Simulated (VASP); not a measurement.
Write the native input for VASP 6.6.1 that does the following.

```
Task                   : single point
Functional             : PBEsol
Potentials or basis    : VASP PAW PBE potentials, release 64 (N, B)
Cutoff                 : 520 eV
k mesh                 : 12 × 12 × 6
Occupations            : fermi-dirac, width 0.05 eV
Spin                   : no spin polarisation
Dipole correction      : no
Further INCAR settings : ALGO = Normal; EDIFF = 1e-06; NBANDS = 16
```

The structure of BN lies in POSCAR:

```
BN
1.0
    2.5410111718      0.0000000000      0.0000000000
   -1.2705055859      2.2005802260      0.0000000000
    0.0000000000      0.0000000000      4.2032949972
N B
2 2
Direct
    0.3333333333      0.6666666667      0.1252670282
    0.6666666667      0.3333333333      0.6252670282
    0.3333333333      0.6666666667      0.4997329718
    0.6666666667      0.3333333333      0.9997329718
```

These files were run (other wordings do the same):

INCAR

```
SYSTEM = BN
PREC = Accurate
ENCUT = 520
EDIFF = 1E-6
ISMEAR = -1
SIGMA = 0.05
LREAL = .False.
LASPH = .True.
NELM = 80
ALGO = Normal
ISIF = 2
LWAVE = .False.
LCHARG = .False.
GGA = PS
NBANDS = 16
```

KPOINTS

```
regular mesh
0
Gamma
  12 12 6
  0 0 0
```

Potentials or basis: VASP PAW PBE potentials, release 64 (N, B).

The run is started by

```bash
$ cat potpaw_PBE.64/N/POTCAR potpaw_PBE.64/B/POTCAR > POTCAR
$ mpirun -np 1 vasp_std > vasp.out
```

Results of the run:

```yaml
Pressure: 0.6 GPa
Largest_force: 0.003 eV/Å
Band_gap_on_the_k_mesh: 4.95 eV, indirect (least direct gap 8.22 eV)
```

Caveat: the PAW data sets were made with another functional, which shifts forces and pressure a little.

Wall time 9.3 s on 1 thread of Intel(R) Xeon(R) 6975P-C (Granite Rapids), with other jobs on the host, peak memory 0.14 GiB.
